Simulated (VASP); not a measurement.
# Pb (Fm-3m) in VASP: settings compared

The runs below take Pb through single point, with LDA, PBEsol+D3(BJ), RPBE, revPBE+D3(BJ).

Everything below comes from runs of VASP 6.6.1. Logs are shortened: lines on timing, memory, paths and dates and some standing lists are left out, and cuts for length are marked.

### 1 The cell of the first run

It takes space group Fm-3m (No. 225, cubic). Conventional cell: a = 4.950 Å, b = 4.950 Å, c = 4.950 Å, α = 90.00°, β = 90.00°, γ = 90.00°. Within 4.6 Å of Pb (site symmetry m-3m) lie 12 Pb at 3.50 Å.

### 2 Single point, LDA

INCAR reads:

```
SYSTEM = Pb
PREC = Accurate
ENCUT = 520
EDIFF = 1E-6
ISMEAR = -1
SIGMA = 0.05
LREAL = .FALSE.
LASPH = .TRUE.
NELM = 60
ALGO = Fast
ISIF = 2
LWAVE = .FALSE.
LCHARG = .FALSE.
GGA = CA
NBANDS = 13
```

KPOINTS reads:

```
regular mesh
0
G
  9 9 9
  0 0 0
```

POSCAR reads:

```
Pb
1.0
    0.0000000000      2.4750200000      2.4750200000
    2.4750200000      0.0000000000      2.4750200000
    2.4750200000      2.4750200000      0.0000000000
Pb
1
Direct
    0.0000000000      0.0000000000      0.0000000000
```

Potentials or basis: VASP PAW LDA potentials, release 64 (Pb_d).

Started as:

```console
cat potpaw_LDA.64/Pb_d/POTCAR > POTCAR
mpirun -np 1 vasp_std > vasp.out
```

OUTCAR:

```text
SYSTEM = Pb
   PREC = Accurate
   ENCUT = 520
   EDIFF = 1E-6
   ISMEAR = -1
   LREAL = .FALSE.
   LASPH = .TRUE.
   NELM = 60
   ISIF = 2
   GGA = CA

 ion  position               nearest neighbor table
   1  0.000  0.000  0.000-

  LATTYP: Found a face centered cubic cell.
 ALAT       =     4.9500400000

  Lattice vectors:

 A1 = (   0.0000000000,   2.4750200000,   2.4750200000)
 A2 = (   2.4750200000,   0.0000000000,   2.4750200000)
 A3 = (   2.4750200000,   2.4750200000,   0.0000000000)

Analysis of symmetry for initial positions (statically):
[... 5 lines left out ...]
 face centered cubic supercell.

 Subroutine GETGRP returns: Found 48 space group operations
 (whereof 48 operations were pure point group operations)
 out of a pool of 48 trial point group operations.

The static configuration has the point symmetry O_h .

Analysis of symmetry for dynamics (positions and initial velocities):
[... 5 lines left out ...]
 face centered cubic supercell.

 Subroutine GETGRP returns: Found 48 space group operations
 (whereof 48 operations were pure point group operations)
 out of a pool of 48 trial point group operations.

The dynamic configuration has the point symmetry O_h .

 Subroutine INISYM returns: Found 48 space group operations
 (whereof 48 operations are pure point group operations),
 and found     1 'primitive' translations

----------------------------------------------------------------------------------------

                                     Primitive cell

  volume of cell :      30.3226

  direct lattice vectors                    reciprocal lattice vectors
     0.000000000  2.475020000  2.475020000    -0.202018570  0.202018570  0.202018570
     2.475020000  0.000000000  2.475020000     0.202018570 -0.202018570  0.202018570
     2.475020000  2.475020000  0.000000000     0.202018570  0.202018570 -0.202018570

  length of vectors
     3.500206851  3.500206851  3.500206851     0.349906427  0.349906427  0.349906427

  position of ions in fractional coordinates (direct lattice)
     0.000000000  0.000000000  0.000000000

  ion indices of the primitive-cell ions
   primitive index   ion index
                 1           1

----------------------------------------------------------------------------------------

 KPOINTS: regular mesh

Automatic generation of k-mesh.
 Grid dimensions read from file:
 generate k-points for:    9    9    9

 Generating k-lattice:

  Cartesian coordinates                     Fractional coordinates (reciprocal lattice)
[... 62 lines left out ...]
   EDIFFG = 0.1E-04   stopping-criterion for IOM
   NSW    =      0    number of steps for IOM
   IBRION =     -1    ionic relax: 0-MD 1-quasi-New 2-CG
   NFREE  =      0    steps in history (QN), initial steepest desc. (CG)
   ISIF   =      2    stress and relaxation
   ISYM   =      2    0-nonsym 1-usesym 2-fastsym
   POTIM  = 0.5000    time-step for ionic-motion
   TEBEG  =    0.0;   TEEND  =   0.0 temperature during run
   PSTRESS=    0.0 pullay stress
   NELECT =      14.0000    total number of electrons
   NUPDOWN=      -1.0000    fix difference up-down
   EMIN   =  10.00;   EMAX   =-10.00  energy-range for DOS
   EFERMI =   0.00;   METHOD = LEGACY
   ISMEAR =    -1;   SIGMA  =   0.05  broadening in eV -4-tet -1-fermi 0-gaus
   EFERMI_NEDOS =   21; number of points for ismear=-14 and -15
   IALGO  =     68    algorithm
   IMIX   =      4    mixing-type and parameters
     AMIX     =   0.40;   BMIX     =  1.00
     AMIX_MAG =   1.60;   BMIX_MAG =  1.00
  volume/ion in A,a.u.               =      30.32       204.63
  Fermi-wavevector in a.u.,A,eV,Ry     =   1.265306  2.391081 21.782907  1.600999
  Thomas-Fermi vector in A             =   2.398566
   LORBIT       =      0    0 simple, 1 ext, 2 COOP (PROOUT), +10 PAW based schemes
   GGA     = CA    functional components
   LHFCALC =     F    Hartree Fock is set to
   AEXX    =    0.0000 exact exchange contribution
   IVDW    =     0    specifies the selected vdW correction
   LEPSILON=     F    determine dielectric tensor
   LRPA    =     F    only Hartree local field effects (RPA)
 non-spin polarized calculation
 RMM-DIIS sequential band-by-band and
  energy-cutoff  :      520.00
  volume of cell :       30.32
 maximum number of plane-waves:       869
 NGX is ok and might be reduce to    28
   NGX = 13   NGY = 13   NGZ = 13

 number of electron      13.9999999 magnetization

 Free energy of the ion-electron system (eV)
  ---------------------------------------------------
  ext. energy  EPLUGINS =         0.00000000
  ---------------------------------------------------
  free energy    TOTEN  =        -4.26465514 eV

  energy without entropy =       -4.26150258  energy(sigma->0) =       -4.26307886

 E-fermi :   6.8587     XC(G=0): -10.4558

 val. band max:        6.6344914608   @ k =  -0.3333   0.3333   0.1111
 cond. band min:       6.8663137097   @ k =  -0.2222   0.3333   0.1111
 fundamental gap:      0.2318222489
 Fermi energy:         6.8586734697

 k-point     1 :       0.0000    0.0000    0.0000
  band No.  band energies     occupation
      1     -10.0047      2.00000
      2     -10.0047      2.00000
      3     -10.0047      2.00000
      4      -9.8618      2.00000
      5      -9.8618      2.00000
      6      -4.7594      2.00000
      7      14.3536      0.00000
      8      14.3536      0.00000
      9      14.3536      0.00000
     10      16.8347      0.00000
     11      18.4738      0.00000
     12      19.5192      0.00000
     13      19.5192      0.00000
[... 354 lines left out ...]
  band No.  band energies     occupation
      1     -10.1647      2.00000
      2     -10.0712      2.00000
      3      -9.7402      2.00000
      4      -9.7017      2.00000
      5      -9.7017      2.00000
      6      -0.1764      2.00000
      7       4.2864      2.00000
      8       9.1192      0.00000
      9       9.1192      0.00000
     10      12.5699      0.00000
     11      13.7758      0.00000
     12      25.2217      0.00000
     13      26.9527      0.00000

 [... further k-points ...]
[... 5 lines left out ...]
  --------------------------------------------------------------------------------------
  -------------------------------------------------------------------------------------
  Total       -0.3937138     -0.3937138     -0.3937138     -0.0000000     -0.0000000      0.0000000
  in kB      -20.8029577    -20.8029577    -20.8029577     -0.0000000     -0.0000000      0.0000000
  external PRESSURE =     -20.8029577 kB  Pullay stress =       0.0000000 kB

 VOLUME and BASIS-vectors are now :
 -----------------------------------------------------------------------------
  energy-cutoff  :      520.00
  volume of cell :       30.32
      direct lattice vectors                 reciprocal lattice vectors
     0.000000000  2.475020000  2.475020000    -0.202018570  0.202018570  0.202018570
     2.475020000  0.000000000  2.475020000     0.202018570 -0.202018570  0.202018570
     2.475020000  2.475020000  0.000000000     0.202018570  0.202018570 -0.202018570

 POSITION                                       TOTAL-FORCE (eV/Angst)
 -----------------------------------------------------------------------------------
      0.00000      0.00000      0.00000        -0.000000      0.000000     -0.000000
 -----------------------------------------------------------------------------------
    total drift:                               -0.000000     -0.000000     -0.000000

  FREE ENERGIE OF THE ION-ELECTRON SYSTEM (eV)
  ---------------------------------------------------
  free  energy   TOTEN  =        -4.2646551446 eV

  energy  without entropy=       -4.2615025803  energy(sigma->0) =       -4.26307886
```

OSZICAR:

```text
N       E                     dE             d eps       ncg     rms          rms(c)
DAV:   1     0.107818252883E+03    0.10782E+03   -0.70789E+03   930   0.126E+03
DAV:   2     0.723116203528E+00   -0.10710E+03   -0.10355E+03   950   0.313E+02
DAV:   3    -0.416208473146E+01   -0.48852E+01   -0.48660E+01  1153   0.720E+01
DAV:   4    -0.427471435425E+01   -0.11263E+00   -0.11261E+00  1129   0.118E+01
DAV:   5    -0.427994641049E+01   -0.52321E-02   -0.52317E-02  1275   0.234E+00    0.544E-01
RMM:   6    -0.426789772577E+01    0.12049E-01   -0.12217E-02  1087   0.159E+00    0.267E-01
RMM:   7    -0.426473602688E+01    0.31617E-02   -0.74461E-03  1102   0.952E-01    0.832E-02
RMM:   8    -0.426460707559E+01    0.12895E-03   -0.14730E-03  1346   0.572E-01    0.123E-02
RMM:   9    -0.426464868281E+01   -0.41607E-04   -0.43358E-04  1328   0.196E-01    0.118E-02
RMM:  10    -0.426465220945E+01   -0.35266E-05   -0.99798E-05  1196   0.175E-01    0.819E-03
RMM:  11    -0.426465377374E+01   -0.15643E-05   -0.51050E-05  1402   0.800E-02    0.132E-03
RMM:  12    -0.426465493625E+01   -0.11625E-05   -0.11585E-05   995   0.345E-02    0.130E-03
RMM:  13    -0.426465514458E+01   -0.20833E-06   -0.20467E-06   712   0.168E-02
   1 F= -.42646551E+01 E0= -.42630789E+01  d E =-.315256E-02
```

stdout:

```text
POSCAR found type information on POSCAR Pb
 POSCAR found :  1 types and       1 ions
 scaLAPACK will be used
 LDA part: xc-table for (Slater(with rela. corr.)+CA(PZ))
 , standard interpolation
 POSCAR, INCAR and KPOINTS ok, starting setup
 FFT: planning ... GRIDC
 FFT: planning ... GRID_SOFT
 FFT: planning ... GRID
 WAVECAR not read
 entering main loop
```

It took 21 s on 1 thread of Intel Xeon Platinum 8375C at 2.90GHz (Ice Lake), shared host; peak memory 0.14 GiB.

Results:

| Property | Result |
| --- | --- |
| Free energy | -4.2647 eV |
| Pressure | -2.1 GPa |
| Band gap on the k mesh | zero (band 7 reaches 14.35 eV, above the bottom of band 8 at 5.46 eV) |

Caveat: spin-orbit coupling is left out, which moves the levels of the heavy elements.

### 3 Single point, PBEsol+D3(BJ)

This run uses another cell than the first one, of 31.54 Å³/atom, 1.040 times its volume.

INCAR reads:

```
SYSTEM = Pb
  ALGO = Fast
  EDIFF = 1E-6
  ENCUT = 520
  GGA = PS
  ISIF = 2
  ISMEAR = -1
  IVDW = 12
  LASPH = .True.
  LCHARG = .False.
  LREAL = .False.
  LWAVE = .False.
  NBANDS = 13
  NELM = 100
  PREC = Accurate
  SIGMA = 0.05
```

KPOINTS reads:

```
k-points
0
Gamma
  9 9 9
  0 0 0
```

POSCAR reads:

```
Pb
1.0
    0.0000000000      2.5075897876      2.5075897876
    2.5075897876      0.0000000000      2.5075897876
    2.5075897876      2.5075897876      0.0000000000
Pb
1
Direct
    0.0000000000      0.0000000000      0.0000000000
```

Potentials or basis: VASP PAW PBE potentials, release 64 (Pb_d).

Started as:

```console
cat potpaw_PBE.64/Pb_d/POTCAR > POTCAR
mpirun -np 1 vasp_std > vasp.out
```

It took 13 s on 1 thread of Intel Xeon Platinum 8488C (Sapphire Rapids), shared host; peak memory 0.16 GiB.

The run converged. Its results:

| Item | Value |
| --- | --- |
| Free energy | -4.4300 eV |
| Pressure | -4.5 GPa |
| Band gap on the k mesh | zero (band 7 reaches 13.78 eV, above the bottom of band 8 at 5.20 eV) |
| Dispersion energy per atom | -0.424 eV |

Levels at points of the mesh, in eV from the Fermi level:
| k point | band 4 | band 5 | band 6 | band 7 | band 8 | band 9 | band 10 | band 11 |
| --- | --- | --- | --- | --- | --- | --- | --- | --- |
| (0.00, 0.00, 0.00) | -16.70 | -16.70 | -11.37 | 7.24 | 7.24 | 7.24 | 9.87 | 10.96 |

Caveat: the PAW data sets were made with another functional, which shifts forces and pressure a little; spin-orbit coupling is left out, which moves the levels of the heavy elements; pairwise dispersion overbinds metals, which lowers pressure and volume.

(Continued in part 2 of 2.)
